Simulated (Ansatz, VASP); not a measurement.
# SiC: VASP beside Ansatz

```
CELL_PARAMETERS angstrom
0.00000 2.17400 2.17400
2.17400 0.00000 2.17400
2.17400 2.17400 0.00000
ATOMIC_POSITIONS crystal
Si 0.85770 0.00000 0.00000
C 0.75000 0.75000 0.75000
```

Change from the starting cell: all Si atoms moved +0.438 Å, as atom 1 towards its neighbour atom 1 (Si) at 3.075 Å.

Alike in both runs: task single point; functional r2SCAN; k mesh 12 × 12 × 12; occupations gaussian, width 0.05 eV; no spin polarisation.

|  | VASP | Ansatz |
| --- | --- | --- |
| version | VASP 6.6.1 | Ansatz 0.2.0 |
| potentials or method | VASP PAW PBE potentials, release 64 (Si, C), cutoff 520 eV | scalar-relativistic, plane waves, PAW |
| valence electrons in the cell | 8 | 8 |

|  | VASP | Ansatz | Ansatz less VASP |
| --- | --- | --- | --- |
| gap on the k mesh at the Fermi level (eV) | none | none | - |
| pressure (GPa) | 27.2 | 27.8 | +0.62 |
| traceless stress, the component that is largest in VASP (GPa) | 28.69 | 29.15 | +0.459 |
| rms of the force components (eV/Å) | 7.101 | 7.148 | +0.0462 |

VASP's potentials were made for PBE, not for r2SCAN. Atom by atom the forces differ by 0.047 eV/Å (rms over components). A gap of «none» marks a metal or a gap that the smearing closes. With one functional, cell and mesh, what is left measures potentials, basis and numerics.
